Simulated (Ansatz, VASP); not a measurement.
**Two plane-wave programs on TiC**

POSCAR

```
TiC
1.0
    0.0000000000      2.1215080947      2.1215080947
    2.1215080947      0.0000000000      2.1215080947
    2.1215080947      2.1215080947      0.0000000000
Ti C
1 1
Direct
    0.0000000000      0.0000000000      0.0000000000
    0.5000000000      0.5000000000      0.5000000000
```

File INCAR.step1:

```
  ALGO = Normal
  EDIFF = 1E-5
  ENCUT = 520
  GGA = PE
  ISIF = 2
  ISMEAR = -1
  LASPH = T
  LCHARG = F
  LREAL = F
  LWAVE = T
  NBANDS = 15
  NELM = 100
  PREC = Accurate
  SIGMA = 0.05
```

Contents of INCAR.step2:

```
  AEXX = 0.25
  ALGO = Normal
  EDIFF = 1E-6
  ENCUT = 520
  GGA = PE
  ISIF = 2
  ISMEAR = -1
  ISTART = 1
  LASPH = T
  LCHARG = F
  LHFCALC = T
  LREAL = F
  LWAVE = F
  NBANDS = 15
  NELM = 100
  PREC = Accurate
  PRECFOCK = Normal
  SIGMA = 0.05
```

KPOINTS

```
k-points
0
Gamma
  6 6 6
```

The input input.yaml:

```yaml
crystal:
  lattice:
    - [0.0, 2.1215080947, 2.1215080947]
    - [2.1215080947, 0.0, 2.1215080947]
    - [2.1215080947, 2.1215080947, 0.0]
  atoms:
    - { symbol: Ti, position: [0.0, 0.0, 0.0] }
    - { symbol: C, position: [0.5, 0.5, 0.5] }
hamiltonian:
  xc: pbe0
  pseudopotentials: { kind: paw }
kpoints:
  mp_grid: { grid: [6, 6, 6] }
scf:
  occupations: { method: fermi_dirac, width: 0.05 }
output:
  forces: true
  stress: true
  eigenvalues: true
```

Alike in both runs: task single point; functional PBE0; k mesh 6 × 6 × 6; occupations fermi-dirac, width 0.05 eV; no spin polarisation.

|  | VASP | Ansatz |
| --- | --- | --- |
| version | VASP 6.6.1 | Ansatz 0.2.0 |
| potentials or method | VASP PAW PBE potentials, release 64 (Ti_sv, C) | Ansatz PAW |
| plane-wave cutoff (eV) | 520 | 420 |
| valence electrons in the cell | 16 | 16 |

```tsv
	VASP	Ansatz	Ansatz less VASP
gap on the k mesh at the Fermi level (eV)	none	none	-
pressure (GPa)	12.3	12.6	+0.24
```

A gap of «none» marks a metal or a gap that the smearing closes.

The k mesh is coarse, so the values compare programs but aren't converged.
